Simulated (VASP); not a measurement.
A run of VASP 6.6.1:

INCAR

```
PREC = Accurate ; ENCUT = 520
EDIFF = 1E-6 ; ISMEAR = 0
SIGMA = 0.1 ; LREAL = False
LASPH = True ; NELM = 60
ALGO = Fast ; ISIF = 2
LWAVE = False ; LCHARG = True
GGA = PE ; LELF = True
LVHAR = True ; NBANDS = 7
```

File KPOINTS:

```
regular mesh
0
Gamma
  34 34 34
```

The input POSCAR:

```
Be
1.0
   -1.0937618757      1.0937618757      1.5458160393
    1.0937618757     -1.0937618757      1.5458160393
    1.0937618757      1.0937618757     -1.5458160393
Be
1
Direct
    0.5000000000      0.5000000000      0.0000000000
```

Potentials or basis: VASP PAW PBE potentials, release 64 (Be).

The run is started by

```bash
$ cat potpaw_PBE.64/Be/POTCAR > POTCAR
$ mpirun -np 1 vasp_std > vasp.out
```

Hardware: 1 thread of Intel(R) Xeon(R) 6975P-C (Granite Rapids), on a shared host.

Q: How long does it take, and how much memory?

A: It took 22 s on 1 thread of Intel(R) Xeon(R) 6975P-C (Granite Rapids), on a shared host, peak memory 0.23 GiB. Counts: scf iterations 9, k points 2844.
